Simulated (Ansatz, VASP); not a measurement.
## Two plane-wave programs on Zn

```
Zn
1.0
    -1.65236    1.65236    1.65236
     1.65236   -1.65236    1.65236
     1.65236    1.65236   -1.65236
Zn
1
Cartesian
  0.0000 0.0000 0.0000
```

Alike in both runs: task single point; functional RPBE; k mesh 16 × 16 × 16; occupations fermi-dirac, width 0.1 eV; no spin polarisation.

```csv
,VASP,Ansatz
version,VASP 6.6.1,Ansatz 0.2.0
potentials or method,"VASP PAW PBE potentials, release 64 (Zn), cutoff 520 eV","plane waves (420 eV) with PAW, scalar-relativistic"
valence electrons in the cell,12,12
```

|  | VASP | Ansatz | Ansatz less VASP |
| --- | --- | --- | --- |
| pressure (GPa) | -4.3 | -4.4 | -0.10 |

VASP's potentials were made for PBE, not for RPBE.
